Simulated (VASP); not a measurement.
# SiO2 (P4_2/mnm) in VASP: vibrations by perturbation theory with PBEsol

Aim: the vibrations by perturbation theory of SiO2 with PBEsol.

All numbers are computed with VASP 6.6.1; they aren't measurements. Logs are shortened: lines on timing, memory, paths and dates and some standing lists are left out, and cuts for length are marked.

## (1) The cell of the first run

It takes space group P4_2/mnm (No. 136, tetragonal). Conventional cell: a = 4.194 Å, b = 4.194 Å, c = 2.678 Å, α = 90.00°, β = 90.00°, γ = 90.00°. Si (site symmetry mmm) has 6 O at 1.77 to 1.82 Å within 2.3 Å. O (site symmetry m2m) has 3 Si at 1.77 to 1.82 Å and 1 O at 2.30 Å within 2.4 Å.

## (2) Vibrations by perturbation theory, PBEsol

INCAR

```
PREC = Accurate ; ENCUT = 520
EDIFF = 1E-8 ; ISMEAR = 0
SIGMA = 0.01 ; LREAL = False
LASPH = True ; NELM = 100
ALGO = Normal ; ISIF = 2
LWAVE = False ; LCHARG = False
GGA = PS ; IBRION = 8
NSW = 1 ; LEPSILON = True
```

KPOINTS

```
regular mesh
0
Gamma
  6 6 8
```

POSCAR

```
SiO2
1.0
    4.1944457183      0.0000000000      0.0000000000
    0.0000000000      4.1944457183      0.0000000000
    0.0000000000      0.0000000000      2.6782679297
Si O
2 4
Direct
    0.0000000000      0.0000000000      0.0000000000
    0.5000000000      0.5000000000      0.5000000000
    0.3060464292      0.3060464292      0.0000000000
    0.1939535708      0.8060464292      0.5000000000
    0.6939535708      0.6939535708      0.0000000000
    0.8060464292      0.1939535708      0.5000000000
```

Potentials or basis: VASP PAW PBE potentials, release 64 (Si, O).

The run is started by

```
cat potpaw_PBE.64/Si/POTCAR potpaw_PBE.64/O/POTCAR > POTCAR
mpirun -np 1 vasp_std > vasp.out
```

OUTCAR:

```text
PREC = Accurate
   ENCUT = 520
   EDIFF = 1E-8
   ISMEAR = 0
   LREAL = False
   LASPH = True
   NELM = 100
   ISIF = 2
   GGA = PS
   IBRION = 8
   NSW = 1
   LEPSILON = True

 ion  position               nearest neighbor table
   1  0.000  0.000  0.000-   4 1.77   6 1.77   4 1.77   6 1.77   5 1.82   3 1.82
   2  0.500  0.500  0.500-   3 1.77   5 1.77   3 1.77   5 1.77   4 1.82   6 1.82
   3  0.306  0.306  0.000-   2 1.77   2 1.77   1 1.82
   4  0.194  0.806  0.500-   1 1.77   1 1.77   2 1.82
   5  0.694  0.694  0.000-   2 1.77   2 1.77   1 1.82
   6  0.806  0.194  0.500-   1 1.77   1 1.77   2 1.82

  LATTYP: Found a simple tetragonal cell.
 ALAT       =     4.1944457183
 C/A-ratio  =     0.6385272595

  Lattice vectors:

 A1 = (   4.1944457183,   0.0000000000,   0.0000000000)
 A2 = (   0.0000000000,   4.1944457183,   0.0000000000)
 A3 = (   0.0000000000,   0.0000000000,   2.6782679297)

Analysis of symmetry for initial positions (statically):
=====================================================================
 Subroutine PRICEL returns:
 Original cell was already a primitive cell.

 Routine SETGRP: Setting up the symmetry group for a
 simple tetragonal supercell.

 Subroutine GETGRP returns: Found 16 space group operations
 (whereof  8 operations were pure point group operations)
 out of a pool of 16 trial point group operations.

The static configuration has the point symmetry D_2h.
 The point group associated with its full space group is D_4h.

Analysis of symmetry for dynamics (positions and initial velocities):
=====================================================================
 Subroutine PRICEL returns:
 Original cell was already a primitive cell.

 Routine SETGRP: Setting up the symmetry group for a
 simple tetragonal supercell.

 Subroutine GETGRP returns: Found 16 space group operations
 (whereof  8 operations were pure point group operations)
 out of a pool of 16 trial point group operations.

The dynamic configuration has the point symmetry D_2h.
 The point group associated with its full space group is D_4h.

 Subroutine INISYM returns: Found 16 space group operations
 (whereof  8 operations are pure point group operations),
 and found     1 'primitive' translations

----------------------------------------------------------------------------------------

                                     Primitive cell

  volume of cell :      47.1198

  direct lattice vectors                    reciprocal lattice vectors
     4.194445718  0.000000000  0.000000000     0.238410524  0.000000000  0.000000000
     0.000000000  4.194445718  0.000000000     0.000000000  0.238410524  0.000000000
     0.000000000  0.000000000  2.678267930     0.000000000  0.000000000  0.373375639

  length of vectors
     4.194445718  4.194445718  2.678267930     0.238410524  0.238410524  0.373375639

  position of ions in fractional coordinates (direct lattice)
     0.000000000  0.000000000  0.000000000
     0.500000000  0.500000000  0.500000000
     0.306046429  0.306046429  0.000000000
     0.193953571  0.806046429  0.500000000
     0.693953571  0.693953571  0.000000000
     0.806046429  0.193953571  0.500000000

  ion indices of the primitive-cell ions
   primitive index   ion index
                 1           1
                 2           2
                 3           3
                 4           4
                 5           5
                 6           6

----------------------------------------------------------------------------------------

 KPOINTS: regular mesh

[... 755 lines left out ...]

  energy without entropy =       -0.35462758

------------------------ aborting loop because EDIFF is reached ----------------------------------------

 INTERNAL STRAIN TENSOR  FOR ION    3  DIRECTION 3   (eV/Angst):
 -----------------------------------------------------------------------------
     0.00525  0.00601  3.32549
     0.00601  0.00525  3.32549
     2.87105  2.87105  0.00210

 MACROSCOPIC STATIC DIELECTRIC TENSOR (including local field effects in DFT)
 ------------------------------------------------------
           3.403505    -0.000000     0.000000
          -0.000000     3.403505     0.000000
           0.000000     0.000000     3.577390
 ------------------------------------------------------

 PIEZOELECTRIC TENSOR (including local field effects)  for field in x, y, z        (e  Angst)
          XX          YY          ZZ          XY          YZ          ZX
  --------------------------------------------------------------------------------
  x     0.00000     0.00000     0.00000     0.00000     0.00000     0.00000
  y     0.00000     0.00000     0.00000     0.00000     0.00000     0.00000
  z     0.00000     0.00000     0.00000     0.00000     0.00000     0.00000

 PIEZOELECTRIC TENSOR (including local field effects)  for field in x, y, z        (C/m^2)
          XX          YY          ZZ          XY          YZ          ZX
  --------------------------------------------------------------------------------
  x     0.00000     0.00000     0.00000     0.00000     0.00000     0.00000
  y     0.00000     0.00000     0.00000     0.00000     0.00000     0.00000
  z     0.00000     0.00000     0.00000     0.00000     0.00000     0.00000

 BORN EFFECTIVE CHARGES (including local field effects) (in |e|, cummulative output)
 ---------------------------------------------------------------------------------
 ion    1
    1     3.79690     0.37932     0.00000
    2     0.37932     3.79690     0.00000
    3     0.00000     0.00000     4.04258
 ion    2
    1     3.79690    -0.37932     0.00000
    2    -0.37932     3.79690     0.00000
    3     0.00000     0.00000     4.04258
 ion    3
    1    -1.89845    -0.57049     0.00000
    2    -0.57049    -1.89845     0.00000
    3     0.00000     0.00000    -2.02129
 ion    4
    1    -1.89845     0.57049     0.00000
    2     0.57049    -1.89845     0.00000
    3     0.00000     0.00000    -2.02129
 ion    5
    1    -1.89845    -0.57049     0.00000
    2    -0.57049    -1.89845     0.00000
    3     0.00000     0.00000    -2.02129
 ion    6
    1    -1.89845     0.57049     0.00000
    2     0.57049    -1.89845     0.00000
    3     0.00000     0.00000    -2.02129

 INTERNAL STRAIN TENSOR FOR ION    6 for displacements in x,y,z  (eV/Angst):
          X           Y           Z          XY          YZ          ZX
  --------------------------------------------------------------------------------
  x     9.02868     4.36278     0.86134    -2.02780     0.00000     0.00000
  y    -4.36278    -9.02868    -0.86134     2.01809     0.00000     0.00000
  z     0.00000     0.00000     0.00000     0.00000    -2.87105     3.32549

 SECOND DERIVATIVES (NOT SYMMETRIZED)
 ------------------------------------
               1X          1Y          1Z          2X          2Y          2Z          3X          3Y          3Z          4X          4Y          4Z          5X          5Y          5Z          6X          6Y          6Z
  1X   -31.145427    8.455949    0.000000   14.829202   -0.015663    0.000000    0.552601    0.744716    0.000000    7.605512   -4.964859    0.000000    0.552601    0.744716    0.000000    7.605512   -4.964859    0.000000
  1Y     8.455949  -31.145427    0.000000   -0.015663   14.829202    0.000000    0.744716    0.552601    0.000000   -4.964859    7.605512    0.000000    0.744716    0.552601    0.000000   -4.964859    7.605512    0.000000
  1Z     0.000000    0.000000  -23.437052    0.000000    0.000000   -0.121938    0.000000    0.000000    1.295751    0.000000    0.000000   10.483743    0.000000    0.000000    1.295751    0.000000    0.000000   10.483743
  2X    14.829202    0.015663    0.000000  -31.145427   -8.455949    0.000000    7.605512    4.964859    0.000000    0.552601   -0.744716    0.000000    7.605512    4.964859    0.000000    0.552601   -0.744716    0.000000
  2Y     0.015663   14.829202    0.000000   -8.455949  -31.145427    0.000000    4.964859    7.605512    0.000000   -0.744716    0.552601    0.000000    4.964859    7.605512    0.000000   -0.744716    0.552601    0.000000
  2Z     0.000000    0.000000   -0.121938    0.000000    0.000000  -23.437052    0.000000    0.000000   10.483743    0.000000    0.000000    1.295751    0.000000    0.000000   10.483743    0.000000    0.000000    1.295751
  3X     0.557266    0.737267    0.000000    7.599742    4.973110    0.000000  -21.807796  -10.441621    0.000000    0.093990    0.191889    0.000000    4.607625    4.729622    0.000000    8.949172   -0.190267    0.000000
  3Y     0.737267    0.557266    0.000000    4.973110    7.599742    0.000000  -10.441621  -21.807796    0.000000   -0.190267    8.949172    0.000000    4.729622    4.607625    0.000000    0.191889    0.093990    0.000000
  3Z     0.000000    0.000000    1.280467    0.000000    0.000000   10.477901    0.000000    0.000000  -19.791837    0.000000    0.000000    4.112594    0.000000    0.000000   -0.191720    0.000000    0.000000    4.112594
  4X     7.599742   -4.973110    0.000000    0.557266   -0.737267    0.000000    0.093990   -0.191889    0.000000  -21.807796   10.441621    0.000000    8.949172    0.190267    0.000000    4.607625   -4.729622    0.000000
  4Y    -4.973110    7.599742    0.000000   -0.737267    0.557266    0.000000    0.190267    8.949172    0.000000   10.441621  -21.807796    0.000000   -0.191889    0.093990    0.000000   -4.729622    4.607625    0.000000
  4Z     0.000000    0.000000   10.477901    0.000000    0.000000    1.280467    0.000000    0.000000    4.112594    0.000000    0.000000  -19.791837    0.000000    0.000000    4.112594    0.000000    0.000000   -0.191720
  5X     0.557266    0.737267    0.000000    7.599742    4.973110    0.000000    4.607625    4.729622    0.000000    8.949172   -0.190267    0.000000  -21.807796  -10.441621    0.000000    0.093990    0.191889    0.000000
  5Y     0.737267    0.557266    0.000000    4.973110    7.599742    0.000000    4.729622    4.607625    0.000000    0.191889    0.093990    0.000000  -10.441621  -21.807796    0.000000   -0.190267    8.949172    0.000000
  5Z     0.000000    0.000000    1.280467    0.000000    0.000000   10.477901    0.000000    0.000000   -0.191720    0.000000    0.000000    4.112594    0.000000    0.000000  -19.791837    0.000000    0.000000    4.112594
  6X     7.599742   -4.973110    0.000000    0.557266   -0.737267    0.000000    8.949172    0.190267    0.000000    4.607625   -4.729622    0.000000    0.093990   -0.191889    0.000000  -21.807796   10.441621    0.000000
  6Y    -4.973110    7.599742    0.000000   -0.737267    0.557266    0.000000   -0.191889    0.093990    0.000000   -4.729622    4.607625    0.000000    0.190267    8.949172    0.000000   10.441621  -21.807796    0.000000
  6Z     0.000000    0.000000   10.477901    0.000000    0.000000    1.280467    0.000000    0.000000    4.112594    0.000000    0.000000   -0.191720    0.000000    0.000000    4.112594    0.000000    0.000000  -19.791837

 Eigenvectors and eigenvalues of the dynamical matrix
 ----------------------------------------------------

   1 f  =   27.862826 THz   175.067302 2PiTHz  929.403849 cm-1   115.231339 meV
             X         Y         Z           dx          dy          dz
      0.000000  0.000000  0.000000     0.000000   -0.000000    0.000000
      2.097223  2.097223  1.339134     0.000000    0.000000    0.000000
      1.283695  1.283695  0.000000     0.353553    0.353553   -0.000000
      0.813528  3.380918  1.339134     0.353553   -0.353553   -0.000000
      2.910751  2.910751  0.000000    -0.353553   -0.353553    0.000000
      3.380918  0.813528  1.339134    -0.353553    0.353553   -0.000000
[... 145 lines left out ...]
  18 f/i=    0.008782 THz     0.055180 2PiTHz    0.292944 cm-1     0.036320 meV
             X         Y         Z           dx          dy          dz
      0.000000  0.000000  0.000000     0.000000    0.000000   -0.483205
      2.097223  2.097223  1.339134     0.000000    0.000000   -0.483205
      1.283695  1.283695  0.000000     0.000000    0.000000   -0.365043
      0.813528  3.380918  1.339134     0.000000    0.000000   -0.365043
      2.910751  2.910751  0.000000     0.000000    0.000000   -0.365043
      3.380918  0.813528  1.339134     0.000000    0.000000   -0.365043

--------------------------------------------------------------------------------------------------------

 MACROSCOPIC STATIC DIELECTRIC TENSOR IONIC CONTRIBUTION
 ------------------------------------------------------
           8.003500     0.000000    -0.000000
          -0.000000     8.003500     0.000000
          -0.000000     0.000000     5.331054
 ------------------------------------------------------

 ELASTIC MODULI CONTR FROM IONIC RELAXATION (kBar)
 Direction    XX          YY          ZZ          XY          YZ          ZX
 --------------------------------------------------------------------------------
 XX        -911.2416    157.2643    -48.4957      0.0000     -0.0000      0.0000
 YY         157.2643   -911.2416    -48.4957     -0.0000      0.0000     -0.0000
 ZZ         -48.4957    -48.4957     -6.2385     -0.0000     -0.0000     -0.0000
 XY           0.0000     -0.0000     -0.0000    -21.9031     -0.0000     -0.0000
 YZ          -0.0000      0.0000     -0.0000     -0.0000    -57.1992     -0.0000
 ZX           0.0000     -0.0000     -0.0000     -0.0000     -0.0000    -76.7395
 --------------------------------------------------------------------------------

 PIEZOELECTRIC TENSOR IONIC CONTR  for field in x, y, z        (C/m^2)
          XX          YY          ZZ          XY          YZ          ZX
  --------------------------------------------------------------------------------
  x    -0.00000     0.00000    -0.00000     0.00000     0.00000     0.00000
  y     0.00000    -0.00000     0.00000    -0.00000    -0.00000     0.00000
  z    -0.00000     0.00000     0.00000    -0.00000    -0.00000    -0.00000
```

Run time: 19 min. Hardware: 1 thread of Intel Xeon 8259CL, shared host; peak memory 0.46 GiB.

What came out:

```yaml
Electronic_dielectric_tensor_diagonal: 3.40, 3.40, 3.58
Born_charges_mean_of_the_diagonal: Si +3.88; O -1.94 e
Highest_phonon_frequency_at_Γ_LO-TO_splitting_left_out: 929 cm⁻¹
```

Phonon frequencies in cm⁻¹ (negative: imaginary):
```
              q point                                                        frequencies
(0.000, 0.000, 0.000)  0 0 0 217 378 453 453 566 566 577 577 579 654 741 750 814 814 929
```

Electronic dielectric tensor:
```
3.40 0.00 0.00
0.00 3.40 0.00
0.00 0.00 3.58
```

Born effective charge tensors (e):
atom 1, Si
```
3.80 0.38 0.00
0.38 3.80 0.00
0.00 0.00 4.04
```
atom 2, Si
```
 3.80 -0.38  0.00
-0.38  3.80  0.00
 0.00  0.00  4.04
```
atom 3, O
```
-1.90 -0.57  0.00
-0.57 -1.90  0.00
 0.00  0.00 -2.02
```
atom 4, O
```
-1.90  0.57  0.00
 0.57 -1.90  0.00
 0.00  0.00 -2.02
```
atom 5, O
```
-1.90 -0.57  0.00
-0.57 -1.90  0.00
 0.00  0.00 -2.02
```
atom 6, O
```
-1.90  0.57  0.00
 0.57 -1.90  0.00
 0.00  0.00 -2.02
```
